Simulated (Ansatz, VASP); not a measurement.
**One calculation of AgCl, two programs**

```xyz
2
Lattice="0.0000 2.7687 2.8060 2.7687 0.0000 2.8060 2.7687 2.7687 0.0000" Properties=species:S:1:pos:R:3 pbc="T T T"
Ag    2.8516    2.7687    2.8060
Cl   -0.2522    0.0000    0.0000
```

Change from the starting cell: mode 4 frozen in at -0.256 Å, equal normal strain along x and y -0.0133.

Alike in both runs: task single point; functional PBE; k mesh 8 × 8 × 8; occupations gaussian, width 0.05 eV; no spin polarisation.

|  | VASP | Ansatz |
| --- | --- | --- |
| version | VASP 6.6.1 | Ansatz 0.2.0 |
| potentials or method | VASP PAW PBE potentials, release 64 (Ag, Cl), cutoff 520 eV | scalar-relativistic, plane waves, PAW |
| valence electrons in the cell | 18 | 26 |

VASP gave:

* gap on the k mesh at the Fermi level (eV): 1.02
* least direct gap on the mesh (eV): 2.10
* pressure (GPa): 3.2
* traceless stress, the component that is largest in VASP (GPa): 4.16
* rms of the force components (eV/Å): 0.430

Task: What did Ansatz give for the same quantities?

Result: gap on the k mesh at the Fermi level (eV): 1.02; least direct gap on the mesh (eV): 2.10; pressure (GPa): 3.3; traceless stress, the component that is largest in VASP (GPa): 4.17; rms of the force components (eV/Å): 0.433.

Atom by atom the forces differ by 0.003 eV/Å (rms over components). With one functional, cell and mesh, what is left measures potentials, basis and numerics. VASP's potentials hold 18 valence electrons a cell and Ansatz's 26, so a difference there can come from the potentials and not from the codes.
